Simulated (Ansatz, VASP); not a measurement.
# Two plane-wave programs on AlGa5P6

The input INCAR:

```
  ALGO = Normal
  EDIFF = 1E-6
  EDIFFG = -0.01
  ENCUT = 600
  GGA = PE
  IBRION = 2
  ISIF = 3
  ISMEAR = 0
  LASPH = T
  LCHARG = F
  LREAL = F
  LWAVE = F
  NELM = 100
  NSW = 100
  PREC = Accurate
  SIGMA = 0.02
```

KPOINTS

```
k-points
0
Gamma
  6 6 4
```

File POSCAR:

```
AlGa5P6
1.0
    6.7256190000      0.0000000000      0.0000000000
   -3.3628095000      5.8245569000      0.0000000000
    0.0000000000      0.0000000000      6.3939330000
Al Ga P
1 5 6
Direct
    0.0000000000      0.0000000000      0.4992170000
    0.3333333000      0.6666667000      0.4999590000
    0.6666667000      0.3333333000      0.4999590000
    0.0000000000      0.6666390000      0.0001440000
    0.6666390000      0.0000000000      0.0001440000
    0.3333610000      0.3333610000      0.0001440000
    0.3333333000      0.6666667000      0.8742550000
    0.0000000000      0.0000000000      0.8730110000
    0.6666667000      0.3333333000      0.8742550000
    0.0000000000      0.6669670000      0.3743040000
    0.6669670000      0.0000000000      0.3743040000
    0.3330330000      0.3330330000      0.3743040000
```

Input for Ansatz:

```yaml
crystal:
  lattice:
    - [6.725619, 0.0, 0.0]
    - [-3.3628095, 5.8245569, 0.0]
    - [0.0, 0.0, 6.393933]
  atoms:
    - { symbol: Al, position: [0.0, 0.0, 0.499217] }
    - { symbol: Ga, position: [0.3333333, 0.6666667, 0.499959] }
    - { symbol: Ga, position: [0.6666667, 0.3333333, 0.499959] }
    - { symbol: Ga, position: [0.0, 0.666639, 0.000144] }
    - { symbol: Ga, position: [0.666639, 0.0, 0.000144] }
    - { symbol: Ga, position: [0.333361, 0.333361, 0.000144] }
    - { symbol: P, position: [0.3333333, 0.6666667, 0.874255] }
    - { symbol: P, position: [0.0, 0.0, 0.873011] }
    - { symbol: P, position: [0.6666667, 0.3333333, 0.874255] }
    - { symbol: P, position: [0.0, 0.666967, 0.374304] }
    - { symbol: P, position: [0.666967, 0.0, 0.374304] }
    - { symbol: P, position: [0.333033, 0.333033, 0.374304] }
basis:
  ecutwfc: 420
kpoints:
  mp_grid: { grid: [6, 6, 4] }
hamiltonian:
  xc: pbe
scf:
  occupations: { method: gaussian, width: 0.02 }
output:
  forces: true
  stress: true
  eigenvalues: true
relax:
  adjacent_minimum: "off"
  f_tol: 0.01
  max_steps: 80
  cell: { stress_tol: 0.05 }
```

Alike in both runs: task relaxation of cell and atoms; functional PBE; k mesh 6 × 6 × 4; occupations gaussian, width 0.02 eV; no spin polarisation.

|  | VASP | Ansatz |
| --- | --- | --- |
| version | VASP 6.6.1 | Ansatz 0.2.0 |
| potentials or method | VASP PAW PBE potentials, release 64 (Al, Ga_d, P), cutoff 600 eV | scalar-relativistic, plane waves, PAW |
| valence electrons in the cell | 98 | 98 |

```csv
,VASP,Ansatz,Ansatz less VASP
"gap on the k mesh at the Fermi level, each at its own relaxed structure (eV)",1.40,1.40,+0.002
relaxed volume (Å³/atom),20.87,20.87,0.000
relaxed cell length with the largest relative difference (Å),6.726,6.726,0.0000
```

Noted on VASP's run: the relaxation stopped at its first step, so nothing moved.
